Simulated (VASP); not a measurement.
# Zr (P6_3/mmc) in VASP: notebook

Zr is run at these levels: r2SCAN; tasks: single point.

Program: VASP 6.6.1. These are calculated values, not measurements. Logs are shortened: lines on timing, memory, paths and dates and some standing lists are left out, and cuts for length are marked.

## (1) The cell of the first run

Symmetry: P6_3/mmc, No. 194, hexagonal system. Conventional cell: a = 3.245 Å, b = 3.245 Å, c = 5.157 Å, α = 90.00°, β = 90.00°, γ = 120.00°. Within 4.2 Å of Zr (site symmetry -6m2) lie 12 Zr at 3.19 to 3.24 Å.

## (2) Single point, r2SCAN

File POSCAR:

```
Zr
1.0
    3.2445832200      0.0000000000      0.0000000000
   -1.6222916100      2.8098914932      0.0000000000
    0.0000000000      0.0000000000      5.1573641137
Zr
2
Direct
    0.3333333333      0.6666666667      0.2500000000
    0.6666666667      0.3333333333      0.7500000000
```

File INCAR.step1:

```
ALGO     = Normal         # electronic algorithm
EDIFF    = 1E-4           # SCF threshold, eV
ENCUT    = 520            # plane-wave cutoff, eV
GGA      = PE             # functional
ISMEAR   = 1              # smearing method
LASPH    = T              # aspherical terms in the spheres
LCHARG   = F              # write CHGCAR
LREAL    = F              # projectors in reciprocal space
LWAVE    = T              # write WAVECAR
NBANDS   = 19             # bands
NELM     = 80             # most SCF steps
PREC     = Accurate       # precision mode
SIGMA    = 0.03           # smearing width, eV
```

File INCAR.step2:

```
ALGO     = Normal         # electronic algorithm
EDIFF    = 1E-7           # SCF threshold, eV
ENCUT    = 520            # plane-wave cutoff, eV
ISIF     = 2              # what is computed and relaxed
ISMEAR   = 1              # smearing method
ISTART   = 1            
LASPH    = T              # aspherical terms in the spheres
LCHARG   = T              # write CHGCAR
LELF     = T              # ELF
LMIXTAU  = T            
LREAL    = F              # projectors in reciprocal space
LVHAR    = T            
LWAVE    = F              # write WAVECAR
METAGGA  = R2SCAN         # meta-GGA
NBANDS   = 19             # bands
NELM     = 80             # most SCF steps
PREC     = Accurate       # precision mode
SIGMA    = 0.03           # smearing width, eV
```

File KPOINTS:

```
k-points
0
Gamma
  11 11 6
```

Potentials or basis: VASP PAW PBE potentials, release 64 (Zr_sv).

On the command line:

```console
cat potpaw_PBE.64/Zr_sv/POTCAR > POTCAR
cp INCAR.step1 INCAR
mpirun -np 1 vasp_std > vasp.out
cp INCAR.step2 INCAR
mpirun -np 1 vasp_std > vasp.out
```

OUTCAR:

```text
EDIFF = 1E-7
   ENCUT = 520
   ISIF = 2
   ISMEAR = 1
   ISTART = 1
   LASPH = T
   LREAL = F
   METAGGA = R2SCAN
   NELM = 80
   PREC = Accurate

 ion  position               nearest neighbor table
   1  0.333  0.667  0.250-   2 3.19   2 3.19   2 3.19   2 3.19   2 3.19   2 3.19
   2  0.667  0.333  0.750-   1 3.19   1 3.19   1 3.19   1 3.19   1 3.19   1 3.19

  LATTYP: Found a hexagonal cell.
 ALAT       =     3.2445832200
 C/A-ratio  =     1.5895305387

  Lattice vectors:

 A1 = (   3.2445832200,   0.0000000000,   0.0000000000)
 A2 = (  -1.6222916100,   2.8098914932,   0.0000000000)
 A3 = (   0.0000000000,   0.0000000000,   5.1573641137)

Analysis of symmetry for initial positions (statically):
=====================================================================
 Subroutine PRICEL returns:
 Original cell was already a primitive cell.

 Routine SETGRP: Setting up the symmetry group for a
 hexagonal supercell.

 Subroutine GETGRP returns: Found 24 space group operations
 (whereof 12 operations were pure point group operations)
 out of a pool of 24 trial point group operations.

The static configuration has the point symmetry D_3d.
 The point group associated with its full space group is D_6h.

Analysis of symmetry for dynamics (positions and initial velocities):
=====================================================================
 Subroutine PRICEL returns:
 Original cell was already a primitive cell.

 Routine SETGRP: Setting up the symmetry group for a
 hexagonal supercell.

 Subroutine GETGRP returns: Found 24 space group operations
 (whereof 12 operations were pure point group operations)
 out of a pool of 24 trial point group operations.

The dynamic configuration has the point symmetry D_3d.
 The point group associated with its full space group is D_6h.

 Subroutine INISYM returns: Found 24 space group operations
 (whereof 12 operations are pure point group operations),
 and found     1 'primitive' translations

----------------------------------------------------------------------------------------

                                     Primitive cell

  volume of cell :      47.0193

  direct lattice vectors                    reciprocal lattice vectors
     3.244583220  0.000000000  0.000000000     0.308205995  0.177942814  0.000000000
    -1.622291610  2.809891493  0.000000000     0.000000000  0.355885628  0.000000000
     0.000000000  0.000000000  5.157364114     0.000000000  0.000000000  0.193897498

  length of vectors
     3.244583220  3.244583220  5.157364114     0.355885628  0.355885628  0.193897498

  position of ions in fractional coordinates (direct lattice)
     0.333333333  0.666666667  0.250000000
     0.666666667  0.333333333  0.750000000

  ion indices of the primitive-cell ions
   primitive index   ion index
                 1           1
                 2           2

----------------------------------------------------------------------------------------

 KPOINTS: k-points

Automatic generation of k-mesh.
 Grid dimensions read from file:
 generate k-points for:   11   11    6

 Generating k-lattice:

  Cartesian coordinates                     Fractional coordinates (reciprocal lattice)
     0.028018727  0.016176619  0.000000000     0.090909091  0.000000000  0.000000000
     0.000000000  0.032353239  0.000000000     0.000000000  0.090909091  0.000000000
     0.000000000  0.000000000  0.032316250     0.000000000  0.000000000  0.166666667

  Length of vectors
     0.032353239  0.032353239  0.032316250

  Shift w.r.t. Gamma in fractional coordinates (k-lattice)
     0.000000000  0.000000000  0.000000000

 Subroutine IBZKPT returns following result:
 ===========================================

 Found     64 irreducible k-points:

 Following reciprocal coordinates:
            Coordinates               Weight
  0.000000  0.000000  0.000000      1.000000
  0.090909  0.000000  0.000000      6.000000
  0.181818  0.000000  0.000000      6.000000
  0.272727  0.000000  0.000000      6.000000
  0.363636  0.000000  0.000000      6.000000
  0.454545  0.000000  0.000000      6.000000
[... 16 lines left out ...]
  0.090909  0.090909  0.166667     12.000000
  0.181818  0.090909  0.166667     24.000000
 [... further k-points ...]
   k-points           NKPTS =     64   k-points in BZ     NKDIM =     64   number of bands    NBANDS=     19
   number of dos      NEDOS =    301   number of ions     NIONS =      2
   total plane-waves  NPLWV =  23040
   dimension x,y,z NGX =    24 NGY =   24 NGZ =   40
   dimension x,y,z NGXF=    48 NGYF=   48 NGZF=   80
   ions per type =               2
   NGX,Y,Z   is equivalent  to a cutoff of  12.30, 12.30, 12.89 a.u.
   NGXF,Y,Z  is equivalent  to a cutoff of  24.59, 24.59, 25.79 a.u.
 SYSTEM =  unknown system
   PREC   = accura    normal or accurate (medium, high low for compatibility)
   ISTART =      1    job   : 0-new  1-cont  2-samecut
   ICHARG =      0    charge: 1-file 2-atom 10-const
   ISPIN  =      1    spin polarized calculation?
   LNONCOLLINEAR =      F non collinear calculations
   LSORBIT =      F    spin-orbit coupling
   LASPH  =      T    aspherical Exc in radial PAW
   ENCUT  =  520.0 eV  38.22 Ry    6.18 a.u.   6.03  6.03  9.59*2*pi/ulx,y,z
   NELM   =     80;   NELMIN=  2; NELMDL=  0     # of ELM steps
   EDIFF  = 0.1E-06   stopping-criterion for ELM
   LREAL  =      F    real-space projection
   EDIFFG = 0.1E-05   stopping-criterion for IOM
   NSW    =      0    number of steps for IOM
   IBRION =     -1    ionic relax: 0-MD 1-quasi-New 2-CG
   NFREE  =      0    steps in history (QN), initial steepest desc. (CG)
   ISIF   =      2    stress and relaxation
   ISYM   =      2    0-nonsym 1-usesym 2-fastsym
   POTIM  = 0.5000    time-step for ionic-motion
   TEBEG  =    0.0;   TEEND  =   0.0 temperature during run
   PSTRESS=    0.0 pullay stress
   NELECT =      24.0000    total number of electrons
   NUPDOWN=      -1.0000    fix difference up-down
   EMIN   =  10.00;   EMAX   =-10.00  energy-range for DOS
   EFERMI =   0.00;   METHOD = LEGACY
   ISMEAR =     1;   SIGMA  =   0.03  broadening in eV -4-tet -1-fermi 0-gaus
   EFERMI_NEDOS =   21; number of points for ismear=-14 and -15
   IALGO  =     38    algorithm
   IMIX   =      4    mixing-type and parameters
     AMIX     =   0.40;   BMIX     =  1.00
     AMIX_MAG =   1.60;   BMIX_MAG =  1.00
  volume/ion in A,a.u.               =      23.51       158.65
  Fermi-wavevector in a.u.,A,eV,Ry     =   1.308338  2.472400 23.289736  1.711747
  Thomas-Fermi vector in A             =   2.439011
   LORBIT       =      0    0 simple, 1 ext, 2 COOP (PROOUT), +10 PAW based schemes
   METAGGA = R2SCAN    functional components
   LHFCALC =     F    Hartree Fock is set to
   AEXX    =    0.0000 exact exchange contribution
   IVDW    =     0    specifies the selected vdW correction
   LEPSILON=     F    determine dielectric tensor
   LRPA    =     F    only Hartree local field effects (RPA)
 non-spin polarized calculation
 Methfessel and Paxton  Order N= 1 SIGMA  =   0.03
  energy-cutoff  :      520.00
  volume of cell :       47.02
 maximum number of plane-waves:      1292
   NGX = 13   NGY = 13   NGZ = 19

 number of electron      24.0000001 magnetization

 Free energy of the ion-electron system (eV)
  ---------------------------------------------------
  ext. energy  EPLUGINS =         0.00000000
  ---------------------------------------------------
  free energy    TOTEN  =       -45.50087514 eV

  energy without entropy =      -45.50107289  energy(sigma->0) =      -45.50094105

 E-fermi :   8.9506     XC(G=0): -11.9011

 val. band max:        8.9220507212   @ k =   0.0909   0.0909   0.1667
 cond. band min:       8.9655250118   @ k =   0.0000   0.0000   0.5000
 fundamental gap:      0.0434742906
 Fermi energy:         8.9506254484

 k-point     1 :       0.0000    0.0000    0.0000
  band No.  band energies     occupation
      1     -41.6388      2.00000
      2     -41.4773      2.00000
      3     -19.4886      2.00000
      4     -18.5879      2.00000
      5     -18.5879      2.00000
      6     -18.4578      2.00000
[... 11 lines left out ...]
     18      11.2910      0.00000
     19      13.6026      0.00000

 k-point     2 :       0.0909    0.0000    0.0000
  band No.  band energies     occupation
      1     -41.6291      2.00000
      2     -41.4734      2.00000
      3     -19.4627      2.00000
      4     -18.6443      2.00000
      5     -18.6064      2.00000
      6     -18.5040      2.00000
[... 11 lines left out ...]
     18      11.0824      0.00000
     19      13.7553      0.00000

 k-point     3 :       0.1818    0.0000    0.0000
  band No.  band energies     occupation
      1     -41.6025      2.00000
      2     -41.4634      2.00000
      3     -19.3891      2.00000
      4     -18.7958      2.00000
      5     -18.6557      2.00000
      6     -18.6541      2.00000
[... 11 lines left out ...]
     18      11.4470      0.00000
     19      14.0487      0.00000

 k-point     4 :       0.2727    0.0000    0.0000
  band No.  band energies     occupation
      1     -41.5655      2.00000
      2     -41.4521      2.00000
      3     -19.2802      2.00000
      4     -18.9942      2.00000
      5     -18.8444      2.00000
      6     -18.7133      2.00000
[... 11 lines left out ...]
     18      12.3466      0.00000
     19      14.2925      0.00000

 k-point     5 :       0.3636    0.0000    0.0000
  band No.  band energies     occupation
      1     -41.5279      2.00000
      2     -41.4452      2.00000
      3     -19.1753      2.00000
      4     -19.1574      2.00000
      5     -19.0097      2.00000
      6     -18.7654      2.00000
[... 11 lines left out ...]
     18      13.3861      0.00000
     19      14.4366      0.00000

 k-point     6 :       0.4545    0.0000    0.0000
  band No.  band energies     occupation
      1     -41.5018      2.00000
      2     -41.4447      2.00000
      3     -19.2820      2.00000
      4     -19.1049      2.00000
      5     -19.0601      2.00000
      6     -18.7956      2.00000
[... 11 lines left out ...]
     18      14.4979      0.00000
     19      14.5508      0.00000

 k-point     7 :       0.0909    0.0909    0.0000
  band No.  band energies     occupation
      1     -41.6109      2.00000
      2     -41.4664      2.00000
      3     -19.4129      2.00000
      4     -18.7353      2.00000
      5     -18.6737      2.00000
      6     -18.5790      2.00000
[... 11 lines left out ...]
     18      11.3174      0.00000
     19      13.9175      0.00000

 k-point     8 :       0.1818    0.0909    0.0000
  band No.  band energies     occupation
      1     -41.5791      2.00000
      2     -41.4558      2.00000
      3     -19.3213      2.00000
      4     -18.8959      2.00000
      5     -18.8127      2.00000
      6     -18.6658      2.00000
[... 256 lines left out ...]
 k-point    20 :       0.2727    0.0000    0.1667
  band No.  band energies     occupation
      1     -41.5580      2.00000
      2     -41.4598      2.00000
      3     -19.2742      2.00000
      4     -18.9584      2.00000
      5     -18.8830      2.00000
      6     -18.6995      2.00000
[... 11 lines left out ...]
     18      12.2423      0.00000
     19      14.1540      0.00000

 k-point    21 :       0.3636    0.0000    0.1667
  band No.  band energies     occupation
      1     -41.5224      2.00000
      2     -41.4507      2.00000
      3     -19.2725      2.00000
      4     -19.0876      2.00000
      5     -18.9910      2.00000
      6     -18.7501      2.00000
[... 11 lines left out ...]
     18      13.1711      0.00000
     19      14.2748      0.00000

 k-point    22 :       0.4545    0.0000    0.1667
  band No.  band energies     occupation
      1     -41.4979      2.00000
      2     -41.4486      2.00000
      3     -19.3357      2.00000
      4     -19.1668      2.00000
      5     -18.9661      2.00000
      6     -18.7795      2.00000
[... 11 lines left out ...]
     18      14.3810      0.00000
     19      14.4135      0.00000

 k-point    23 :       0.0909    0.0909    0.1667
  band No.  band energies     occupation
      1     -41.6014      2.00000
      2     -41.4762      2.00000
      3     -19.3622      2.00000
      4     -18.7184      2.00000
      5     -18.6900      2.00000
      6     -18.6152      2.00000
[... 11 lines left out ...]
     18      11.5796      0.00000
     19      13.8976      0.00000

 k-point    24 :       0.1818    0.0909    0.1667
  band No.  band energies     occupation
      1     -41.5709      2.00000
      2     -41.4642      2.00000
      3     -19.2954      2.00000
      4     -18.8770      2.00000
      5     -18.8320      2.00000
      6     -18.6795      2.00000
[... 11 lines left out ...]
     18      12.1802      0.00000
     19      14.0223      0.00000

 [... further k-points ...]
[... 5 lines left out ...]
  --------------------------------------------------------------------------------------
  -------------------------------------------------------------------------------------
  Total       -0.0395488     -0.0395488     -0.1229714      0.0000000      0.0000000      0.0000000
  in kB       -1.3476215     -1.3476215     -4.1902373      0.0000000      0.0000000      0.0000000
  external PRESSURE =      -2.2951601 kB  Pullay stress =       0.0000000 kB

 VOLUME and BASIS-vectors are now :
 -----------------------------------------------------------------------------
  energy-cutoff  :      520.00
  volume of cell :       47.02
      direct lattice vectors                 reciprocal lattice vectors
     3.244583220  0.000000000  0.000000000     0.308205995  0.177942814  0.000000000
    -1.622291610  2.809891493  0.000000000     0.000000000  0.355885628  0.000000000
     0.000000000  0.000000000  5.157364114     0.000000000  0.000000000  0.193897498

 POSITION                                       TOTAL-FORCE (eV/Angst)
 -----------------------------------------------------------------------------------
     -0.00000      1.87326      1.28934        -0.000000      0.000000      0.000000
      1.62229      0.93663      3.86802         0.000000      0.000000      0.000000
 -----------------------------------------------------------------------------------
    total drift:                               -0.000000      0.000000     -0.000000

  FREE ENERGIE OF THE ION-ELECTRON SYSTEM (eV)
  ---------------------------------------------------
  free  energy   TOTEN  =       -45.5008751353 eV

  energy  without entropy=      -45.5010728857  energy(sigma->0) =      -45.50094105
```

Run time: 7.6 min. Hardware: 1 thread of AMD EPYC 7R43 (Zen 3), shared host; peak memory 0.15 GiB.

Results:

- Free energy: -45.5009 eV
- Pressure: -0.2 GPa
- Band gap on the k mesh: zero (band 12 reaches 9.91 eV, above the bottom of band 13 at 8.76 eV)

Levels at points of the mesh, in eV from the Fermi level:
| k point | band 10 | band 11 | band 12 | band 13 | band 14 | band 15 |
| --- | --- | --- | --- | --- | --- | --- |
| (0.00, 0.00, 0.00) | -3.19 | 0.96 | 0.96 | 0.99 | 1.14 | 1.70 |
| (0.00, 0.00, 0.50) | -4.22 | 0.01 | 0.01 | 0.87 | 0.87 | 0.87 |

Caveat: the PAW data sets were made with another functional, which shifts forces and pressure a little.

(Continued in part 2 of 2.)
